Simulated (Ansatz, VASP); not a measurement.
# One calculation of ZrTa2N4, two programs

Contents of INCAR:

```
PREC     = Accurate       # precision mode
ENCUT    = 520            # plane-wave cutoff, eV
EDIFF    = 1E-6           # SCF threshold, eV
ISMEAR   = 0              # smearing method
SIGMA    = 0.2            # smearing width, eV
LREAL    = False          # projectors in reciprocal space
LASPH    = True           # aspherical terms in the spheres
NELM     = 100            # most SCF steps
ALGO     = Normal         # electronic algorithm
ISIF     = 2              # what is computed and relaxed
LWAVE    = False          # write WAVECAR
LCHARG   = False          # write CHGCAR
GGA      = PE             # functional
NBANDS   = 36             # bands
```

KPOINTS

```
regular mesh
0
Gamma
  8 4 4
```

POSCAR

```
ZrTa2N4
1.0
    0.0000000000     -3.0944357326      0.0000000000
   -5.3315661107      0.0000000000      0.0018603295
    1.9736280174      0.0000000000     -5.3154341519
Zr Ta N
1 2 4
Direct
    0.5000000000      0.3146432622      0.4842028679
    1.0000000000      0.9830137356      0.9505161644
    0.5000000000      0.5240188339      0.0452035353
    1.0000000000      0.5654386025      0.7828696633
    0.5000000000      0.1076058111      0.7799577841
    1.0000000000      0.4081165344      0.2435595789
    0.5000000000      0.9271632402      0.2036893859
```

Input for Ansatz:

```yaml
crystal:
  lattice:
    - [0.0, -3.0944357326, 0.0]
    - [-5.3315661107, 0.0, 0.0018603295]
    - [1.9736280174, 0.0, -5.3154341519]
  atoms:
    - { symbol: Zr, position: [0.5, 0.3146432622, 0.4842028679] }
    - { symbol: Ta, position: [1.0, 0.9830137356, 0.9505161644] }
    - { symbol: Ta, position: [0.5, 0.5240188339, 0.0452035353] }
    - { symbol: "N", position: [1.0, 0.5654386025, 0.7828696633] }
    - { symbol: "N", position: [0.5, 0.1076058111, 0.7799577841] }
    - { symbol: "N", position: [1.0, 0.4081165344, 0.2435595789] }
    - { symbol: "N", position: [0.5, 0.9271632402, 0.2036893859] }
basis:
  ecutwfc: 420
kpoints:
  mp_grid: { grid: [8, 4, 4] }
hamiltonian:
  xc: pbe
scf:
  occupations: { method: gaussian, width: 0.2 }
  lower_state_search: "off"
output:
  forces: true
  stress: true
  eigenvalues: true
```

Alike in both runs: task single point; functional PBE; k mesh 8 × 4 × 4; occupations gaussian, width 0.2 eV; no spin polarisation.

|  | VASP | Ansatz |
| --- | --- | --- |
| version | VASP 6.6.1 | Ansatz 0.2.0 |
| potentials or method | VASP PAW PBE potentials, release 64 (Zr_sv, Ta_pv, N), cutoff 520 eV | scalar-relativistic, plane waves, PAW |
| valence electrons in the cell | 54 | 58 |

Ansatz gave:

- gap on the k mesh at the Fermi level (eV): none
- pressure (GPa): 0.0
- traceless stress, the component that is largest in VASP (GPa): -0.09
- rms of the force components (eV/Å): 0.012

Q: Estimate VASP's values.

A: gap on the k mesh at the Fermi level (eV): none; pressure (GPa): 0.5; traceless stress, the component that is largest in VASP (GPa): -0.13; rms of the force components (eV/Å): 0.022.

Atom by atom the forces differ by 0.021 eV/Å (rms over components). A gap of «none» marks a metal or a gap that the smearing closes. With one functional, cell and mesh, what is left measures potentials, basis and numerics. VASP's potentials hold 54 valence electrons a cell and Ansatz's 58, so a difference there can come from the potentials and not from the codes.

Spin-orbit coupling is off throughout.
